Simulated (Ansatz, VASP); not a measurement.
# RbGe6: VASP beside Ansatz

INCAR

```
SYSTEM = RbGe6
ALGO = Normal
EDIFF = 1E-6
ENCUT = 520
GGA = PE
ISIF = 2
ISMEAR = 0
LASPH = .True.
LCHARG = .True.
LELF = .True.
LREAL = .False.
LVHAR = .True.
LWAVE = .False.
NBANDS = 56
NELM = 60
PREC = Accurate
SIGMA = 0.1
```

KPOINTS

```
k-points
0
Gamma
  8 8 8
  0 0 0
```

The input POSCAR:

```
RbGe6
1.0
   -3.4487527563      3.4487527563      3.4487527563
    3.4487527563     -3.4487527563      3.4487527563
    3.4487527563      3.4487527563     -3.4487527563
Rb Ge
1 6
Direct
    0.0000000000      0.0000000000      0.0000000000
    0.5000000000      0.7500000000      0.2500000000
    0.7500000000      0.2500000000      0.5000000000
    0.7500000000      0.5000000000      0.2500000000
    0.5000000000      0.2500000000      0.7500000000
    0.2500000000      0.7500000000      0.5000000000
    0.2500000000      0.5000000000      0.7500000000
```

Input for Ansatz:

```yaml
crystal:
  lattice:
    - [-3.4487527563, 3.4487527563, 3.4487527563]
    - [3.4487527563, -3.4487527563, 3.4487527563]
    - [3.4487527563, 3.4487527563, -3.4487527563]
  atoms:
    - { symbol: Rb, position: [0.0, 0.0, 0.0] }
    - { symbol: Ge, position: [0.5, 0.75, 0.25] }
    - { symbol: Ge, position: [0.75, 0.25, 0.5] }
    - { symbol: Ge, position: [0.75, 0.5, 0.25] }
    - { symbol: Ge, position: [0.5, 0.25, 0.75] }
    - { symbol: Ge, position: [0.25, 0.75, 0.5] }
    - { symbol: Ge, position: [0.25, 0.5, 0.75] }
basis:
  ecutwfc: 420
kpoints:
  mp_grid: { grid: [8, 8, 8] }
hamiltonian:
  xc: pbe
scf:
  occupations: { method: gaussian, width: 0.1 }
output:
  forces: true
  stress: true
  eigenvalues: true
```

Alike in both runs: task single point; functional PBE; k mesh 8 × 8 × 8; occupations gaussian, width 0.1 eV; no spin polarisation.

```csv
,VASP,Ansatz
version,VASP 6.6.1,Ansatz 0.2.0
potentials or method,"VASP PAW PBE potentials, release 64 (Rb_sv, Ge_d), cutoff 520 eV","scalar-relativistic, plane waves, PAW"
valence electrons in the cell,93,93
```

|  | VASP | Ansatz | Ansatz less VASP |
| --- | --- | --- | --- |
| gap on the k mesh at the Fermi level (eV) | none | none | - |
| pressure (GPa) | 7.4 | 7.5 | +0.08 |

A gap of «none» marks a metal or a gap that the smearing closes.
